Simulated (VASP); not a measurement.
A run of VASP 6.6.1 is set up as follows.

The input INCAR:

```
SYSTEM = HgTe
PREC = Accurate
ENCUT = 520
EDIFF = 1E-7
ISMEAR = 0
SIGMA = 0.15
LREAL = .FALSE.
LASPH = .TRUE.
NELM = 60
ALGO = Normal
ISIF = 2
LWAVE = .FALSE.
LCHARG = .TRUE.
GGA = PS
LELF = .TRUE.
LVHAR = .TRUE.
NBANDS = 26
```

KPOINTS

```
Automatic mesh
0
G
  8 8 6
  0 0 0
```

The input POSCAR:

```
HgTe
1.0
    0.0001864694     -3.2565074851     -3.2574849999
    0.0001066279      3.2556779263     -3.2566554411
    6.5010445294     -0.0000798416     -0.0002930973
Hg Te
2 2
Direct
    0.4996407185      0.5005212677      0.4999755424
    0.0003396127     -0.0005084071     -0.0000323964
   -0.0002241493      0.4996509327      0.2500273966
    0.5002438181      0.0003362065      0.7500294574
```

Potentials or basis: VASP PAW PBE potentials, release 64 (Hg, Te).

Command:

```bash
$ cat potpaw_PBE.64/Hg/POTCAR potpaw_PBE.64/Te/POTCAR > POTCAR
$ mpirun -np 1 vasp_std > vasp.out
```

Q: Estimate the band gap on the k mesh.

A: 0.01 eV.

Q: What does it give for the pressure?

A: 0.1 GPa.

Caveat: the smearing spreads over this small gap; the PAW data sets were made with another functional, which shifts forces and pressure a little; spin-orbit coupling is left out, which moves the levels of the heavy elements.
